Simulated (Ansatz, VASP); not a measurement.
## One calculation of SiC, two programs

Contents of INCAR:

```
SYSTEM = SiC
PREC = Accurate
ENCUT = 520
EDIFF = 1E-7
ISMEAR = 0
SIGMA = 0.05
LREAL = .FALSE.
LASPH = .TRUE.
NELM = 60
ALGO = Normal
ISIF = 2
LWAVE = .FALSE.
LCHARG = .FALSE.
GGA = PS
IVDW = 12
NBANDS = 11
```

Contents of KPOINTS:

```
Automatic mesh
0
G
  10 10 10
  0 0 0
```

POSCAR

```
SiC
1.0
    0.0000000000      2.1739983056      2.1739983056
    2.1739983056      0.0000000000      2.1739983056
    2.1739983056      2.1739983056      0.0000000000
Si C
1 1
Direct
    0.0000000000      0.0000000000      0.0000000000
    0.7500000000      0.7500000000      0.7500000000
```

Input for Ansatz:

```yaml
crystal:
  lattice:
    - [0.0, 2.1739983056, 2.1739983056]
    - [2.1739983056, 0.0, 2.1739983056]
    - [2.1739983056, 2.1739983056, 0.0]
  atoms:
    - { symbol: Si, position: [0.0, 0.0, 0.0] }
    - { symbol: C, position: [0.75, 0.75, 0.75] }
basis:
  ecutwfc: 420
  ecutrho_ratio: 4
kpoints:
  mp_grid: { grid: [10, 10, 10] }
hamiltonian:
  xc: pbesol
  dispersion: d3bj
scf:
  occupations: { method: gaussian, width: 0.05 }
output:
  forces: true
  stress: true
  eigenvalues: true
```

Alike in both runs: task single point; functional PBEsol; dispersion D3(BJ); k mesh 10 × 10 × 10; occupations gaussian, width 0.05 eV; no spin polarisation.

|  | VASP | Ansatz |
| --- | --- | --- |
| version | VASP 6.6.1 | Ansatz 0.2.0 |
| potentials or method | VASP PAW PBE potentials, release 64 (Si, C), cutoff 520 eV | scalar-relativistic, plane waves, PAW |
| valence electrons in the cell | 8 | 8 |

|  | VASP | Ansatz | Ansatz less VASP |
| --- | --- | --- | --- |
| gap on the k mesh at the Fermi level (eV) | 1.23 | 1.24 | +0.010 |
| least direct gap on the mesh (eV) | 4.45 | 4.46 | +0.009 |
| pressure (GPa) | -2.1 | -2.5 | -0.36 |

VASP's potentials were made for PBE, not for PBEsol.
